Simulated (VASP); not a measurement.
# RbSn2H2 in VASP: single point with r2SCAN

Aim: the single point of RbSn2H2 with r2SCAN.

Program: VASP 6.6.1. These are calculated values, not measurements. Logs are shortened: lines on timing, memory, paths and dates and some standing lists are left out, and cuts for length are marked.

### Step 1. The cell of the first run

The typed cell holds 5 atoms: a = 4.904 Å, b = 4.904 Å, c = 5.246 Å, α = 90.00°, β = 90.00°, γ = 60.00°.

### Step 2. Single point, r2SCAN

The input, POSCAR:

```
RbSn2H2
1.0
    2.4521840000      4.2473040000      0.0000000000
   -2.4521840000      4.2473040000      0.0000000000
    0.0000000000      0.0000000000      5.2457490000
Sn H Rb
2 2 1
Direct
    0.3333000000      0.3334000000      0.4656000000
    0.6667000000      0.6666000000      0.5344000000
    0.3333000000      0.3334000000      0.1067000000
    0.6667000000      0.6666000000      0.8933000000
    0.0000000000      0.0000000000      0.0000000000
```

The input, INCAR.step1:

```
  ALGO = Normal
  EDIFF = 1E-4
  ENCUT = 520
  GGA = PE
  ISMEAR = -5
  LASPH = T
  LCHARG = F
  LREAL = F
  LWAVE = T
  NBANDS = 28
  NELM = 100
  PREC = Accurate
  SIGMA = 0.1
```

The input, INCAR.step2:

```
  ALGO = Normal
  EDIFF = 1E-7
  ENCUT = 520
  ISIF = 2
  ISMEAR = -5
  ISTART = 1
  LASPH = T
  LCHARG = F
  LMIXTAU = T
  LREAL = F
  LWAVE = F
  METAGGA = R2SCAN
  NBANDS = 28
  NELM = 100
  PREC = Accurate
  SIGMA = 0.1
```

The input, KPOINTS:

```
k-points
0
Gamma
  6 6 5
```

Potentials or basis: VASP PAW PBE potentials, release 64 (Sn_d, H, Rb_sv).

Started as:

```bash
cat potpaw_PBE.64/Sn_d/POTCAR potpaw_PBE.64/H/POTCAR potpaw_PBE.64/Rb_sv/POTCAR > POTCAR
cp INCAR.step1 INCAR
mpirun -np 1 vasp_std > vasp.out
cp INCAR.step2 INCAR
mpirun -np 1 vasp_std > vasp.out
```

OUTCAR:

```text
EDIFF = 1E-7
   ENCUT = 520
   ISIF = 2
   ISMEAR = -5
   ISTART = 1
   LASPH = T
   LREAL = F
   METAGGA = R2SCAN
   NELM = 100
   PREC = Accurate

 ion  position               nearest neighbor table
   1  0.333  0.333  0.466-   3 1.88   2 2.85   2 2.85   2 2.86   5 3.74   5 3.74   5 3.74   5 3.98
                             5 3.98   5 3.98
   2  0.667  0.667  0.534-   4 1.88   1 2.85   1 2.85   1 2.86   5 3.74   5 3.74   5 3.74   5 3.98
                             5 3.98   5 3.98
   3  0.333  0.333  0.107-   1 1.88   5 2.89   5 2.89   5 2.89
   4  0.667  0.667  0.893-   2 1.88   5 2.89   5 2.89   5 2.89
   5  0.000  0.000  0.000-   3 2.89   4 2.89   3 2.89   4 2.89   3 2.89   4 2.89   2 3.74   1 3.74
                             2 3.74   1 3.74   1 3.74   2 3.74   2 3.98   1 3.98   1 3.98   2 3.98

  LATTYP: Found a hexagonal cell.
 ALAT       =     4.9043651616
 C/A-ratio  =     1.0696081607

  Lattice vectors:

 A1 = (   2.4521840000,  -4.2473040000,   0.0000000000)
 A2 = (   2.4521840000,   4.2473040000,   0.0000000000)
 A3 = (   0.0000000000,   0.0000000000,   5.2457490000)

Analysis of symmetry for initial positions (statically):
=====================================================================
 Subroutine PRICEL returns:
 Original cell was already a primitive cell.

 Routine SETGRP: Setting up the symmetry group for a
 hexagonal supercell.

 Subroutine GETGRP returns: Found  4 space group operations
 (whereof  4 operations were pure point group operations)
 out of a pool of 24 trial point group operations.

The static configuration has the point symmetry C_2h.

Analysis of symmetry for dynamics (positions and initial velocities):
=====================================================================
 Subroutine PRICEL returns:
 Original cell was already a primitive cell.

 Routine SETGRP: Setting up the symmetry group for a
 hexagonal supercell.

 Subroutine GETGRP returns: Found  4 space group operations
 (whereof  4 operations were pure point group operations)
 out of a pool of 24 trial point group operations.

The dynamic configuration has the point symmetry C_2h.

 Subroutine INISYM returns: Found  4 space group operations
 (whereof  4 operations are pure point group operations),
 and found     1 'primitive' translations

----------------------------------------------------------------------------------------

                                     Primitive cell

  volume of cell :     109.2707

  direct lattice vectors                    reciprocal lattice vectors
     2.452184000  4.247304000  0.000000000     0.203899870  0.117721736  0.000000000
    -2.452184000  4.247304000  0.000000000    -0.203899870  0.117721736  0.000000000
     0.000000000  0.000000000  5.245749000     0.000000000  0.000000000  0.190630547

  length of vectors
     4.904365162  4.904365162  5.245749000     0.235443336  0.235443336  0.190630547

  position of ions in fractional coordinates (direct lattice)
     0.333300000  0.333400000  0.465600000
     0.666700000  0.666600000  0.534400000
     0.333300000  0.333400000  0.106700000
     0.666700000  0.666600000  0.893300000
     0.000000000  0.000000000  0.000000000

  ion indices of the primitive-cell ions
   primitive index   ion index
                 1           1
                 2           2
                 3           3
                 4           4
                 5           5

----------------------------------------------------------------------------------------

 KPOINTS: k-points

Automatic generation of k-mesh.
 Grid dimensions read from file:
 generate k-points for:    6    6    5

 Generating k-lattice:

  Cartesian coordinates                     Fractional coordinates (reciprocal lattice)
     0.033983312  0.019620289  0.000000000     0.166666667  0.000000000  0.000000000
    -0.033983312  0.019620289  0.000000000     0.000000000  0.166666667  0.000000000
     0.000000000  0.000000000  0.038126109     0.000000000  0.000000000  0.200000000

  Length of vectors
     0.039240556  0.039240556  0.038126109

  Shift w.r.t. Gamma in fractional coordinates (k-lattice)
     0.000000000  0.000000000  0.000000000

 TETIRR: Found    531 inequivalent tetrahedra from     1080

 Subroutine IBZKPT returns following result:
 ===========================================

 Found     55 irreducible k-points:

 Following reciprocal coordinates:
            Coordinates               Weight
  0.000000  0.000000  0.000000      1.000000
  0.166667  0.000000  0.000000      4.000000
  0.000000  0.166667  0.000000      2.000000
  0.333333  0.000000  0.000000      4.000000
  0.000000  0.333333  0.000000      2.000000
  0.500000 -0.000000  0.000000      2.000000
[... 16 lines left out ...]
  0.500000 -0.000000  0.200000      4.000000
 -0.000000  0.500000  0.200000      2.000000
 [... further k-points ...]
   k-points           NKPTS =     55   k-points in BZ     NKDIM =     55   number of bands    NBANDS=     28
   number of dos      NEDOS =    301   number of ions     NIONS =      5
   total plane-waves  NPLWV =  51840
   dimension x,y,z NGX =    36 NGY =   36 NGZ =   40
   dimension x,y,z NGXF=    72 NGYF=   72 NGZF=   80
   ions per type =               2   2   1
   NGX,Y,Z   is equivalent  to a cutoff of  12.20, 12.20, 12.68 a.u.
   NGXF,Y,Z  is equivalent  to a cutoff of  24.41, 24.41, 25.35 a.u.
 SYSTEM =  unknown system
   PREC   = accura    normal or accurate (medium, high low for compatibility)
   ISTART =      1    job   : 0-new  1-cont  2-samecut
   ICHARG =      0    charge: 1-file 2-atom 10-const
   ISPIN  =      1    spin polarized calculation?
   LNONCOLLINEAR =      F non collinear calculations
   LSORBIT =      F    spin-orbit coupling
   LASPH  =      T    aspherical Exc in radial PAW
   ENCUT  =  520.0 eV  38.22 Ry    6.18 a.u.   9.12  9.12  9.75*2*pi/ulx,y,z
   NELM   =    100;   NELMIN=  2; NELMDL=  0     # of ELM steps
   EDIFF  = 0.1E-06   stopping-criterion for ELM
   LREAL  =      F    real-space projection
   EDIFFG = 0.1E-05   stopping-criterion for IOM
   NSW    =      0    number of steps for IOM
   IBRION =     -1    ionic relax: 0-MD 1-quasi-New 2-CG
   NFREE  =      0    steps in history (QN), initial steepest desc. (CG)
   ISIF   =      2    stress and relaxation
   ISYM   =      2    0-nonsym 1-usesym 2-fastsym
   POTIM  = 0.5000    time-step for ionic-motion
   TEBEG  =    0.0;   TEEND  =   0.0 temperature during run
   PSTRESS=    0.0 pullay stress
   NELECT =      39.0000    total number of electrons
   NUPDOWN=      -1.0000    fix difference up-down
   EMIN   =  10.00;   EMAX   =-10.00  energy-range for DOS
   EFERMI =   0.00;   METHOD = LEGACY
   ISMEAR =    -5;   SIGMA  =   0.10  broadening in eV -4-tet -1-fermi 0-gaus
   EFERMI_NEDOS =   21; number of points for ismear=-14 and -15
   IALGO  =     38    algorithm
   IMIX   =      4    mixing-type and parameters
     AMIX     =   0.40;   BMIX     =  1.00
     AMIX_MAG =   1.60;   BMIX_MAG =  1.00
  volume/ion in A,a.u.               =      21.85       147.48
  Fermi-wavevector in a.u.,A,eV,Ry     =   1.161257  2.194458 18.347703  1.348518
  Thomas-Fermi vector in A             =   2.297831
   LORBIT       =      0    0 simple, 1 ext, 2 COOP (PROOUT), +10 PAW based schemes
   METAGGA = R2SCAN    functional components
   LHFCALC =     F    Hartree Fock is set to
   AEXX    =    0.0000 exact exchange contribution
   IVDW    =     0    specifies the selected vdW correction
   LEPSILON=     F    determine dielectric tensor
   LRPA    =     F    only Hartree local field effects (RPA)
 non-spin polarized calculation
 Fermi weights with tetrahedron method with Bloechl corrections
  energy-cutoff  :      520.00
  volume of cell :      109.27
 maximum number of plane-waves:      2958
   NGX = 19   NGY = 19   NGZ = 19

 number of electron      39.0000002 magnetization

 Free energy of the ion-electron system (eV)
  ---------------------------------------------------
  ext. energy  EPLUGINS =         0.00000000
  ---------------------------------------------------
  free energy    TOTEN  =       -70.63113102 eV

  energy without entropy =      -70.63113102  energy(sigma->0) =      -70.63113102

 E-fermi :   4.8861     XC(G=0):  -9.4458

 val. band max:        4.9852731437   @ k =   0.3333   0.1667   0.0000
 cond. band min:       4.9857155566   @ k =   0.1667   0.3333   0.0000
 fundamental gap:      0.0004424130
 Fermi energy:         4.8861223372

 k-point     1 :       0.0000    0.0000    0.0000
  band No.  band energies     occupation
      1     -24.2713      2.00000
      2     -17.9517      2.00000
      3     -17.9423      2.00000
      4     -17.9420      2.00000
      5     -17.8714      2.00000
      6     -17.8713      2.00000
[... 20 lines left out ...]
     27       9.7601      0.00000
     28      10.2248      0.00000

 k-point     2 :       0.1667    0.0000    0.0000
  band No.  band energies     occupation
      1     -24.2698      2.00000
      2     -17.9758      2.00000
      3     -17.9757      2.00000
      4     -17.9516      2.00000
      5     -17.8623      2.00000
      6     -17.8527      2.00000
[... 20 lines left out ...]
     27      10.1627      0.00000
     28      10.2647      0.00000

 k-point     3 :       0.0000    0.1667    0.0000
  band No.  band energies     occupation
      1     -24.2698      2.00000
      2     -17.9758      2.00000
      3     -17.9752      2.00000
      4     -17.9519      2.00000
      5     -17.8624      2.00000
      6     -17.8527      2.00000
[... 20 lines left out ...]
     27      10.1622      0.00000
     28      10.2640      0.00000

 k-point     4 :       0.3333    0.0000    0.0000
  band No.  band energies     occupation
      1     -24.2669      2.00000
      2     -18.0202      2.00000
      3     -18.0201      2.00000
      4     -17.9532      2.00000
      5     -17.8622      2.00000
      6     -17.8221      2.00000
[... 578 lines left out ...]
     27      10.7739      0.00000
     28      11.3661      0.00000

 k-point    23 :       0.5000   -0.0000    0.2000
  band No.  band energies     occupation
      1     -24.2650      2.00000
      2     -18.0382      2.00000
      3     -18.0377      2.00000
      4     -17.9526      2.00000
      5     -17.8648      2.00000
      6     -17.7964      2.00000
[... 20 lines left out ...]
     27      11.0166      0.00000
     28      11.9791      0.00000

 k-point    24 :      -0.0000    0.5000    0.2000
  band No.  band energies     occupation
      1     -24.2650      2.00000
      2     -18.0377      2.00000
      3     -18.0376      2.00000
      4     -17.9528      2.00000
      5     -17.8650      2.00000
      6     -17.7963      2.00000
[... 20 lines left out ...]
     27      11.0157      0.00000
     28      11.9787      0.00000

 [... further k-points ...]

------------------------ aborting loop because EDIFF is reached ----------------------------------------

  FORCE on cell =-STRESS in cart. coord.  units (eV):
  Direction    XX          YY          ZZ          XY          YZ          ZX
  --------------------------------------------------------------------------------------
  -------------------------------------------------------------------------------------
  Total        3.8735206      3.8777811     -1.9250634      0.0036948      0.0006178     -0.0010700
  in kB       56.7953198     56.8577885    -28.2261543      0.0541754      0.0090582     -0.0156887
  external PRESSURE =      28.4756513 kB  Pullay stress =       0.0000000 kB

 VOLUME and BASIS-vectors are now :
 -----------------------------------------------------------------------------
  energy-cutoff  :      520.00
  volume of cell :      109.27
      direct lattice vectors                 reciprocal lattice vectors
     2.452184000  4.247304000  0.000000000     0.203899870  0.117721736  0.000000000
    -2.452184000  4.247304000  0.000000000    -0.203899870  0.117721736  0.000000000
     0.000000000  0.000000000  5.245749000     0.000000000  0.000000000  0.190630547

 POSITION                                       TOTAL-FORCE (eV/Angst)
 -----------------------------------------------------------------------------------
     -0.00025      2.83168      2.44242         0.004276     -0.002469     -0.103392
      0.00025      5.66293      2.80333        -0.004276      0.002469      0.103392
     -0.00025      2.83168      0.55972         0.000426     -0.000246      0.802770
      0.00025      5.66293      4.68603        -0.000426      0.000246     -0.802770
      0.00000      0.00000      0.00000         0.000000      0.000000      0.000000
 -----------------------------------------------------------------------------------
    total drift:                                0.000000      0.000000     -0.000000

  FREE ENERGIE OF THE ION-ELECTRON SYSTEM (eV)
  ---------------------------------------------------
  free  energy   TOTEN  =       -70.6311310181 eV

  energy  without entropy=      -70.6311310181  energy(sigma->0) =      -70.63113102
```

It took 3.2 min on 1 thread of Intel Xeon 6975P-C (Granite Rapids), shared host; peak memory 0.33 GiB.

Results:

```
Free energy            : -70.6311 eV
Pressure               : 2.8 GPa
Largest force          : 0.803 eV/Å
Band gap on the k mesh : zero (an odd number of electrons rules out a gap without spin polarisation)
```

Forces in eV/Å, atoms in the order of the input:
```
Sn   0.004 -0.002 -0.103
Sn  -0.004  0.002  0.103
H    0.000  0.000  0.803
H    0.000  0.000 -0.803
Rb   0.000  0.000  0.000
```

Stress tensor (GPa, compression positive):
```
 5.68  0.01  0.00
 0.01  5.69  0.00
 0.00  0.00 -2.82
```

Caveat: the PAW data sets were made with another functional, which shifts forces and pressure a little; spin-orbit coupling is left out, which moves the levels of the heavy elements; tetrahedron occupations give inexact forces and stress in metals.
